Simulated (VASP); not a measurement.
KTaO3: single point with PBEsol

Crystal: KTaO3.

```
Ta K O
1.0
     3.83578    0.00000    0.00000
     0.00000    3.83578    0.00000
     0.00000    0.00000    3.83578
Ta K O
1 1 3
Direct
  0.00000 0.00000 0.00000
  0.50000 0.50000 0.50000
  0.00000 0.00000 0.50000
  0.00000 0.50000 0.00000
  0.50000 0.00000 0.00000
```

```json
{
  "Program": "VASP 6.6.1",
  "Task": "single point",
  "Functional": "PBEsol",
  "Potentials or basis": "VASP PAW PBE potentials, release 64 (Ta_pv, K_sv, O)",
  "Cutoff": "520 eV",
  "k mesh": "7 × 7 × 7",
  "Occupations": "fermi-dirac, width 0.05 eV",
  "Spin": "no spin polarisation",
  "Dipole correction": "no",
  "Further INCAR settings": "ALGO = Normal; EDIFF = 1e-06; NBANDS = 27"
}
```

The pressure is 31.4 GPa. The band gap on the k mesh is 2.38 eV (least direct gap 2.83 eV).

Levels at points of the mesh, in eV from the valence-band top:
```csv
k point,band 16,band 17,band 18,band 19,band 20,band 21,band 22,band 23
"(0.00, 0.00, 0.00)",-1.20,-0.45,-0.45,-0.45,2.38,2.38,2.38,7.48
```

It took 47 s on 1 thread of Intel Xeon 8259CL, with other jobs on the host, peak memory 0.18 GiB.

Caveat: the cell stands under pressure; the PAW data sets were made with another functional, which shifts forces and pressure a little; spin-orbit coupling is left out, which moves the levels of the heavy elements; an odd mesh through Γ misses points on the zone boundary, where band edges can lie. As with any semilocal functional, this PBEsol gap is likely too small.
